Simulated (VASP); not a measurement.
Set up this calculation in VASP 6.6.1, as the native input.

```yaml
Task: single point
Functional: PBE
Potentials_or_basis: VASP PAW PBE potentials, release 64 (Cu)
Cutoff: 520 eV
k_mesh: 18 × 18 × 14
Occupations: gaussian, width 0.15 eV
Spin: no spin polarisation
Dipole_correction: no
Further_INCAR_settings: ALGO = Fast; EDIFF = 1e-06; NBANDS = 18
```

The structure of Cu lies in POSCAR:

```
Cu
1.0
    0.0000000000     -1.8075000000     -1.8075000000
    0.0000000000      1.8075000000     -1.8075000000
    3.6150000000      0.0000000000      0.0000000000
Cu
2
Direct
    0.6026918562      0.5000000000      0.5000000000
   -0.1026918562      0.0000000000      0.0000000000
```

This cell differs from its parent crystal: mode 4 (172.9 1/cm) frozen in, largest displacement +0.263 Å.

The input as run:

INCAR

```
SYSTEM = Cu
PREC     = Accurate       ! precision mode
ENCUT    = 520            ! plane-wave cutoff, eV
EDIFF    = 1E-6           ! SCF threshold, eV
ISMEAR   = 0              ! smearing method
SIGMA    = 0.15           ! smearing width, eV
LREAL    = .False.        ! projectors in reciprocal space
LASPH    = .True.         ! aspherical terms in the spheres
NELM     = 60             ! most SCF steps
ALGO     = Fast           ! electronic algorithm
ISIF     = 2              ! what is computed and relaxed
LWAVE    = .False.        ! write WAVECAR
LCHARG   = .False.        ! write CHGCAR
GGA      = PE             ! functional
NBANDS   = 18             ! bands
```

KPOINTS

```
regular mesh
0
Gamma
  18 18 14
  0 0 0
```

Potentials or basis: VASP PAW PBE potentials, release 64 (Cu).

Command:

```sh
$ cat potpaw_PBE.64/Cu/POTCAR > POTCAR
$ mpirun -np 1 vasp_std > vasp.out
```

Results of the run:

* Pressure: 11.6 GPa
* Largest force: 1.453 eV/Å
* Band gap on the k mesh: zero (band 11 reaches 12.61 eV, above the bottom of band 12 at 5.80 eV)

Caveat: the cell differs from its parent crystal (mode 4 (172.9 1/cm) frozen in, largest displacement +0.263 Å); forces of over 1 eV/Å act on the atoms, so gaps and moduli don't describe the material at rest.

Run time: 3.2 min on 1 thread of Intel(R) Xeon(R) Platinum 8375C CPU @ 2.90GHz (Ice Lake), with other jobs on the host, peak memory 0.37 GiB.
